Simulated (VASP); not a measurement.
Write the native input for VASP 6.6.1 that does the following.

| Item | Value |
| --- | --- |
| Task | single point |
| Functional | PBE |
| Potentials or basis | VASP PAW PBE potentials, release 64 (Ag, O) |
| Cutoff | 520 eV |
| k mesh | 4 × 4 × 4 |
| Occupations | gaussian, width 0.2 eV |
| Spin | no spin polarisation |
| Dipole correction | no |
| Further INCAR settings | ALGO = Normal; EDIFF = 1e-06; NBANDS = 58 |

The structure of AgO2 lies in POSCAR:

```
AgO2
1.0
    5.3826767122      0.0000000000      0.0000000000
    0.0000000000      5.3826767122      0.0000000000
    0.0000000000      0.0000000000      5.3826767122
Ag O
4 8
Direct
    0.5000000000      0.5000000000      0.0000000000
    0.0000000000      0.5000000000      0.5000000000
    0.0000000000      0.0000000000      0.0000000000
    0.5000000000      0.0000000000      0.5000000000
    0.9252975560      0.0747024440      0.5747024440
    0.0747024440      0.9252975560      0.4252975560
    0.5747024440      0.5747024440      0.5747024440
    0.4252975560      0.4252975560      0.4252975560
    0.5747024440      0.9252975560      0.0747024440
    0.4252975560      0.0747024440      0.9252975560
    0.0747024440      0.5747024440      0.9252975560
    0.9252975560      0.4252975560      0.0747024440
```

The input as run:

INCAR

```
SYSTEM = AgO2
ALGO     = Normal         ! electronic algorithm
EDIFF    = 1E-6           ! SCF threshold, eV
ENCUT    = 520            ! plane-wave cutoff, eV
GGA      = PE             ! functional
ISIF     = 2              ! what is computed and relaxed
ISMEAR   = 0              ! smearing method
LASPH    = .TRUE.         ! aspherical terms in the spheres
LCHARG   = .FALSE.        ! write CHGCAR
LREAL    = .FALSE.        ! projectors in reciprocal space
LWAVE    = .FALSE.        ! write WAVECAR
NBANDS   = 58             ! bands
NELM     = 80             ! most SCF steps
PREC     = Accurate       ! precision mode
SIGMA    = 0.2            ! smearing width, eV
```

KPOINTS

```
k-points
0
G
  4 4 4
  0 0 0
```

Potentials or basis: VASP PAW PBE potentials, release 64 (Ag, O).

Launch:

```console
$ cat potpaw_PBE.64/Ag/POTCAR potpaw_PBE.64/O/POTCAR > POTCAR
$ mpirun -np 1 vasp_std > vasp.out
```

It gave:

The pressure is 0.3 GPa, the largest force is 0.287 eV/Å and the band gap on the k mesh is zero (band 46 reaches 4.88 eV, above the bottom of band 47 at 2.76 eV).

Wall time 91 s on 1 thread of Intel(R) Xeon(R) Platinum 8259CL CPU @ 2.50GHz (Skylake/Cascade Lake), with other jobs on the host, peak memory 0.27 GiB.
